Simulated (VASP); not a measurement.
# Cd (P6_3/mmc) in VASP: a series of runs

The runs below take Cd through single point, relaxation of volume and atoms at fixed shape, with PBEsol.

All numbers are computed with VASP 6.6.1; they aren't measurements. Logs are shortened: lines on timing, memory, paths and dates and some standing lists are left out, and cuts for length are marked.

## Step 1: The cell of the first run

Symmetry: P6_3/mmc, No. 194, hexagonal system. Conventional cell: a = 2.957 Å, b = 2.957 Å, c = 5.576 Å, α = 90.00°, β = 90.00°, γ = 120.00°. Cd (site symmetry -6m2) has 12 Cd at 2.96 to 3.27 Å within 3.9 Å.

## Step 2: Single point, PBEsol

INCAR

```
SYSTEM = Cd
ALGO = Normal ; EDIFF = 1E-6
ENCUT = 520 ; GGA = PS
ISIF = 2 ; ISMEAR = 0
LASPH = .TRUE. ; LCHARG = .FALSE.
LREAL = .FALSE. ; LWAVE = .FALSE.
NBANDS = 19 ; NELM = 100
PREC = Accurate ; SIGMA = 0.05
```

KPOINTS

```
k-points
0
G
  9 9 4
  0 0 0
```

POSCAR

```
Cd
1.0
    2.9566681609      0.0000000000      0.0000000000
   -1.4783340804      2.5605497379      0.0000000000
    0.0000000000      0.0000000000      5.5757810542
Cd
2
Direct
    0.3333333333      0.6666666667      0.2500000000
    0.6666666667      0.3333333333      0.7500000000
```

Potentials or basis: VASP PAW PBE potentials, release 64 (Cd).

Run with:

```sh
cat potpaw_PBE.64/Cd/POTCAR > POTCAR
mpirun -np 1 vasp_std > vasp.out
```

OUTCAR:

```text
SYSTEM = Cd
   EDIFF = 1E-6
   ENCUT = 520
   GGA = PS
   ISIF = 2
   ISMEAR = 0
   LASPH = .TRUE.
   LREAL = .FALSE.
   NELM = 100
   PREC = Accurate

 ion  position               nearest neighbor table
   1  0.333  0.667  0.250-   2 3.27   2 3.27   2 3.27   2 3.27   2 3.27   2 3.27
   2  0.667  0.333  0.750-   1 3.27   1 3.27   1 3.27   1 3.27   1 3.27   1 3.27

  LATTYP: Found a hexagonal cell.
 ALAT       =     2.9566681609
 C/A-ratio  =     1.8858325489

  Lattice vectors:

 A1 = (   2.9566681609,   0.0000000000,   0.0000000000)
 A2 = (  -1.4783340804,   2.5605497379,   0.0000000000)
 A3 = (   0.0000000000,   0.0000000000,   5.5757810542)

Analysis of symmetry for initial positions (statically):
=====================================================================
 Subroutine PRICEL returns:
 Original cell was already a primitive cell.

 Routine SETGRP: Setting up the symmetry group for a
 hexagonal supercell.

 Subroutine GETGRP returns: Found 24 space group operations
 (whereof 12 operations were pure point group operations)
 out of a pool of 24 trial point group operations.

The static configuration has the point symmetry D_3d.
 The point group associated with its full space group is D_6h.

Analysis of symmetry for dynamics (positions and initial velocities):
=====================================================================
 Subroutine PRICEL returns:
 Original cell was already a primitive cell.

 Routine SETGRP: Setting up the symmetry group for a
 hexagonal supercell.

 Subroutine GETGRP returns: Found 24 space group operations
 (whereof 12 operations were pure point group operations)
 out of a pool of 24 trial point group operations.

The dynamic configuration has the point symmetry D_3d.
 The point group associated with its full space group is D_6h.

 Subroutine INISYM returns: Found 24 space group operations
 (whereof 12 operations are pure point group operations),
 and found     1 'primitive' translations

----------------------------------------------------------------------------------------

                                     Primitive cell

  volume of cell :      42.2125

  direct lattice vectors                    reciprocal lattice vectors
     2.956668161  0.000000000  0.000000000     0.338218544  0.195270567  0.000000000
    -1.478334080  2.560549738  0.000000000     0.000000000  0.390541135  0.000000000
     0.000000000  0.000000000  5.575781054     0.000000000  0.000000000  0.179347071

  length of vectors
     2.956668161  2.956668161  5.575781054     0.390541135  0.390541135  0.179347071

  position of ions in fractional coordinates (direct lattice)
     0.333333333  0.666666667  0.250000000
     0.666666667  0.333333333  0.750000000

  ion indices of the primitive-cell ions
   primitive index   ion index
                 1           1
                 2           2

----------------------------------------------------------------------------------------

 KPOINTS: k-points

Automatic generation of k-mesh.
 Grid dimensions read from file:
 generate k-points for:    9    9    4

 Generating k-lattice:

  Cartesian coordinates                     Fractional coordinates (reciprocal lattice)
     0.037579838  0.021696730  0.000000000     0.111111111  0.000000000  0.000000000
     0.000000000  0.043393459  0.000000000     0.000000000  0.111111111  0.000000000
     0.000000000  0.000000000  0.044836768     0.000000000  0.000000000  0.250000000

  Length of vectors
     0.043393459  0.043393459  0.044836768

  Shift w.r.t. Gamma in fractional coordinates (k-lattice)
     0.000000000  0.000000000  0.000000000

 Subroutine IBZKPT returns following result:
 ===========================================

 Found     36 irreducible k-points:

 Following reciprocal coordinates:
            Coordinates               Weight
  0.000000  0.000000  0.000000      1.000000
  0.111111  0.000000  0.000000      6.000000
  0.222222  0.000000  0.000000      6.000000
  0.333333  0.000000  0.000000      6.000000
  0.444444  0.000000  0.000000      6.000000
  0.111111  0.111111  0.000000      6.000000
[... 16 lines left out ...]
  0.333333  0.222222  0.250000     24.000000
  0.333333  0.333333  0.250000      4.000000
 [... further k-points ...]
   k-points           NKPTS =     36   k-points in BZ     NKDIM =     36   number of bands    NBANDS=     19
   number of dos      NEDOS =    301   number of ions     NIONS =      2
   total plane-waves  NPLWV =  24192
   dimension x,y,z NGX =    24 NGY =   24 NGZ =   42
   dimension x,y,z NGXF=    48 NGYF=   48 NGZF=   84
   ions per type =               2
   NGX,Y,Z   is equivalent  to a cutoff of  13.49, 13.49, 12.52 a.u.
   NGXF,Y,Z  is equivalent  to a cutoff of  26.99, 26.99, 25.05 a.u.
 SYSTEM =  Cd
   PREC   = accura    normal or accurate (medium, high low for compatibility)
   ISTART =      0    job   : 0-new  1-cont  2-samecut
   ICHARG =      2    charge: 1-file 2-atom 10-const
   ISPIN  =      1    spin polarized calculation?
   LNONCOLLINEAR =      F non collinear calculations
   LSORBIT =      F    spin-orbit coupling
   LASPH  =      T    aspherical Exc in radial PAW
   ENCUT  =  520.0 eV  38.22 Ry    6.18 a.u.   5.50  5.50 10.37*2*pi/ulx,y,z
   NELM   =    100;   NELMIN=  2; NELMDL= -5     # of ELM steps
   EDIFF  = 0.1E-05   stopping-criterion for ELM
   LREAL  =      F    real-space projection
   EDIFFG = 0.1E-04   stopping-criterion for IOM
   NSW    =      0    number of steps for IOM
   IBRION =     -1    ionic relax: 0-MD 1-quasi-New 2-CG
   NFREE  =      0    steps in history (QN), initial steepest desc. (CG)
   ISIF   =      2    stress and relaxation
   ISYM   =      2    0-nonsym 1-usesym 2-fastsym
   POTIM  = 0.5000    time-step for ionic-motion
   TEBEG  =    0.0;   TEEND  =   0.0 temperature during run
   PSTRESS=    0.0 pullay stress
   NELECT =      24.0000    total number of electrons
   NUPDOWN=      -1.0000    fix difference up-down
   EMIN   =  10.00;   EMAX   =-10.00  energy-range for DOS
   EFERMI =   0.00;   METHOD = LEGACY
   ISMEAR =     0;   SIGMA  =   0.05  broadening in eV -4-tet -1-fermi 0-gaus
   EFERMI_NEDOS =   21; number of points for ismear=-14 and -15
   IALGO  =     38    algorithm
   IMIX   =      4    mixing-type and parameters
     AMIX     =   0.40;   BMIX     =  1.00
     AMIX_MAG =   1.60;   BMIX_MAG =  1.00
  volume/ion in A,a.u.               =      21.11       142.43
  Fermi-wavevector in a.u.,A,eV,Ry     =   1.356224  2.562892 25.025786  1.839343
  Thomas-Fermi vector in A             =   2.483245
   LORBIT       =      0    0 simple, 1 ext, 2 COOP (PROOUT), +10 PAW based schemes
   GGA     = PS    functional components
   LHFCALC =     F    Hartree Fock is set to
   AEXX    =    0.0000 exact exchange contribution
   IVDW    =     0    specifies the selected vdW correction
   LEPSILON=     F    determine dielectric tensor
   LRPA    =     F    only Hartree local field effects (RPA)
 non-spin polarized calculation
 Gauss-broadening in eV      SIGMA  =   0.05
  energy-cutoff  :      520.00
  volume of cell :       42.21
 maximum number of plane-waves:      1172
 NGX is ok and might be reduce to    24
   NGX = 11   NGY = 11   NGZ = 21

 number of electron      24.0000006 magnetization

 Free energy of the ion-electron system (eV)
  ---------------------------------------------------
  ext. energy  EPLUGINS =         0.00000000
  ---------------------------------------------------
  free energy    TOTEN  =        -2.35848334 eV

  energy without entropy =       -2.35545398  energy(sigma->0) =       -2.35696866

 E-fermi :   3.2105     XC(G=0): -11.3288

 val. band max:        3.0713240252   @ k =   0.3333   0.1111   0.0000
 cond. band min:       3.2122980639   @ k =   0.3333   0.2222   0.2500
 fundamental gap:      0.1409740387
 Fermi energy:         3.2105329619

 k-point     1 :       0.0000    0.0000    0.0000
  band No.  band energies     occupation
      1      -6.9841      2.00000
      2      -6.7055      2.00000
      3      -6.2936      2.00000
      4      -6.2936      2.00000
      5      -6.2390      2.00000
      6      -6.2390      2.00000
[... 11 lines left out ...]
     18      18.0536      0.00000
     19      18.8141      0.00000

 k-point     2 :       0.1111    0.0000    0.0000
  band No.  band energies     occupation
      1      -6.8593      2.00000
      2      -6.5869      2.00000
      3      -6.3428      2.00000
      4      -6.2774      2.00000
      5      -6.1754      2.00000
      6      -6.1251      2.00000
[... 11 lines left out ...]
     18      17.9251      0.00000
     19      19.0328      0.00000

 k-point     3 :       0.2222    0.0000    0.0000
  band No.  band energies     occupation
      1      -6.7916      2.00000
      2      -6.5486      2.00000
      3      -6.3535      2.00000
      4      -6.1707      2.00000
      5      -6.1270      2.00000
      6      -5.8915      2.00000
[... 11 lines left out ...]
     18      15.9043      0.00000
     19      16.5324      0.00000

 k-point     4 :       0.3333    0.0000    0.0000
  band No.  band energies     occupation
      1      -6.9668      2.00000
      2      -6.7547      2.00000
      3      -6.5210      2.00000
      4      -6.1064      2.00000
      5      -6.0957      2.00000
      6      -5.9722      2.00000
[... 11 lines left out ...]
     18      16.1048      0.00000
     19      17.1670      0.00000

 k-point     5 :       0.4444    0.0000    0.0000
  band No.  band energies     occupation
      1      -7.1007      2.00000
      2      -6.8922      2.00000
      3      -6.7209      2.00000
      4      -6.2181      2.00000
      5      -6.0312      2.00000
      6      -5.9592      2.00000
[... 11 lines left out ...]
     18      15.9065      0.00000
     19      16.1314      0.00000
[... 334 lines left out ...]
      2      -6.8405      2.00000
      3      -6.6814      2.00000
      4      -6.4275      2.00000
      5      -6.0637      2.00000
      6      -5.7437      2.00000
[... 11 lines left out ...]
     18      12.3579      0.00000
     19      16.6095      0.00000

 k-point    22 :       0.2222    0.2222    0.2500
  band No.  band energies     occupation
      1      -6.6182      2.00000
      2      -6.5543      2.00000
      3      -6.4287      2.00000
      4      -6.3838      2.00000
      5      -6.1960      2.00000
      6      -5.9647      2.00000
[... 11 lines left out ...]
     18      13.1517      0.00000
     19      15.0571      0.00000

 k-point    23 :       0.3333    0.2222    0.2500
  band No.  band energies     occupation
      1      -6.6460      2.00000
      2      -6.5896      2.00000
      3      -6.4193      2.00000
      4      -6.3771      2.00000
      5      -6.2317      2.00000
      6      -5.8777      2.00000
[... 11 lines left out ...]
     18      11.5330      0.00000
     19      14.1605      0.00000

 k-point    24 :       0.3333    0.3333    0.2500
  band No.  band energies     occupation
      1      -6.5131      2.00000
      2      -6.4116      2.00000
      3      -6.4116      2.00000
      4      -6.1869      2.00000
      5      -6.1224      2.00000
      6      -6.1224      2.00000
[... 11 lines left out ...]
     18      10.9276      0.00000
     19      12.2473      0.00000

 [... further k-points ...]
[... 5 lines left out ...]
  --------------------------------------------------------------------------------------
  -------------------------------------------------------------------------------------
  Total       -0.0553808     -0.0553808      0.3788984     -0.0000000     -0.0000000      0.0000000
  in kB       -2.1019791     -2.1019791     14.3810899     -0.0000000     -0.0000000      0.0000000
  external PRESSURE =       3.3923772 kB  Pullay stress =       0.0000000 kB

 VOLUME and BASIS-vectors are now :
 -----------------------------------------------------------------------------
  energy-cutoff  :      520.00
  volume of cell :       42.21
      direct lattice vectors                 reciprocal lattice vectors
     2.956668161  0.000000000  0.000000000     0.338218544  0.195270567  0.000000000
    -1.478334080  2.560549738  0.000000000     0.000000000  0.390541135  0.000000000
     0.000000000  0.000000000  5.575781054     0.000000000  0.000000000  0.179347071

 POSITION                                       TOTAL-FORCE (eV/Angst)
 -----------------------------------------------------------------------------------
     -0.00000      1.70703      1.39395        -0.000000      0.000000      0.000000
      1.47833      0.85352      4.18184         0.000000     -0.000000      0.000000
 -----------------------------------------------------------------------------------
    total drift:                                0.000000     -0.000000      0.000000

  FREE ENERGIE OF THE ION-ELECTRON SYSTEM (eV)
  ---------------------------------------------------
  free  energy   TOTEN  =        -2.3584833436 eV

  energy  without entropy=       -2.3554539844  energy(sigma->0) =       -2.35696866
```

It took 13 s on 1 thread of AMD EPYC 9R14 (Zen 4), shared host; peak memory 0.14 GiB.

Results:

```yaml
Free_energy: -2.3585 eV
Pressure: 0.3 GPa
Band_gap_on_the_k_mesh: zero (band 12 reaches 3.98 eV, above the bottom of band 13 at -0.07 eV)
```

Stress tensor (GPa, compression positive):
```
-0.21  0.00  0.00
 0.00 -0.21  0.00
 0.00  0.00  1.44
```

Caveat: the PAW data sets were made with another functional, which shifts forces and pressure a little.

## Step 3: Relaxation of volume and atoms at fixed shape, PBEsol

This run uses another cell than the first one, of 21.59 Å³/atom, 1.023 times its volume.

INCAR

```
PREC     = Accurate       # precision mode
ENCUT    = 600            # plane-wave cutoff, eV
EDIFF    = 1E-6           # SCF threshold, eV
ISMEAR   = 0              # smearing method
SIGMA    = 0.05           # smearing width, eV
LREAL    = F              # projectors in reciprocal space
LASPH    = T              # aspherical terms in the spheres
NELM     = 80             # most SCF steps
ALGO     = Normal         # electronic algorithm
ISIF     = 8              # what is computed and relaxed
LWAVE    = F              # write WAVECAR
LCHARG   = F              # write CHGCAR
GGA      = PS             # functional
IBRION   = 2              # ionic algorithm
NSW      = 80             # ionic steps
EDIFFG   = -0.03          # ionic threshold
```

KPOINTS

```
regular mesh
0
Gamma
  9 9 4
```

POSCAR

```
Cd
1.0
    2.9788700000      0.0000000000      0.0000000000
   -1.4894350000      2.5797770900      0.0000000000
    0.0000000000      0.0000000000      5.6176500000
Cd
2
Direct
    0.3333333333      0.6666666667      0.2500000000
    0.6666666667      0.3333333333      0.7500000000
```

Potentials or basis: VASP PAW PBE potentials, release 64 (Cd).

Run with:

```sh
cat potpaw_PBE.64/Cd/POTCAR > POTCAR
mpirun -np 1 vasp_std > vasp.out
```

It took 22 s on 1 thread of AMD EPYC 9R14 (Zen 4), shared host; peak memory 0.15 GiB.

It converged, with:

```yaml
Free_energy: -2.3591 eV
Relaxed_volume: 21.27 Å³/atom
Relaxed_cell: a = 2.964 Å, b = 2.964 Å, c = 5.590 Å, α = 90.00°, β = 90.00°, γ = 120.00°
Space_group_after_relaxing_to_0.05_Å: P6_3/mmc (No. 194)
Energy_gained_by_relaxing: 0.9 meV/atom
Ionic_steps: 2
Pressure_after_relaxing: -0.1 GPa
Band_gap_on_the_k_mesh: zero (band 12 reaches 3.93 eV, above the bottom of band 13 at -0.13 eV)
```

Stress tensor (GPa, compression positive):
```
-0.69  0.00  0.00
 0.00 -0.69  0.00
 0.00  0.00  0.98
```

Step by step:
```tsv
step	energy change (eV)	largest force (eV/Å)	pressure (GPa)	volume (Å³)
1	0.0000	0.0000	-0.75	43.17
2	-0.0018	0.0000	-0.13	42.54
```

Final structure:
```cif
data_structure
_symmetry_space_group_name_H-M 'P 1'
_symmetry_Int_Tables_number 1
_cell_length_a 2.9643
_cell_length_b 2.9643
_cell_length_c 5.5901
_cell_angle_alpha 90.000
_cell_angle_beta 90.000
_cell_angle_gamma 120.000
_cell_volume 42.54
loop_
_atom_site_label
_atom_site_type_symbol
_atom_site_fract_x
_atom_site_fract_y
_atom_site_fract_z
_atom_site_occupancy
Cd1 Cd 0.33333 0.66667 0.25000 1
Cd2 Cd 0.66667 0.33333 0.75000 1
```

Levels at points of the mesh, in eV from the Fermi level:
| k point | band 8 | band 9 | band 10 | band 11 | band 12 | band 13 | band 14 | band 15 | band 16 |
| --- | --- | --- | --- | --- | --- | --- | --- | --- | --- |
| (0.00, 0.00, 0.00) | -8.93 | -8.93 | -8.67 | -8.67 | -3.39 | -3.28 | 10.38 | 14.27 | 14.76 |
| (0.00, 0.00, 0.50) | -8.79 | -8.79 | -8.79 | -7.73 | -7.73 | 3.49 | 3.49 | 14.60 | 14.60 |

Caveat: the PAW data sets were made with another functional, which shifts forces and pressure a little.
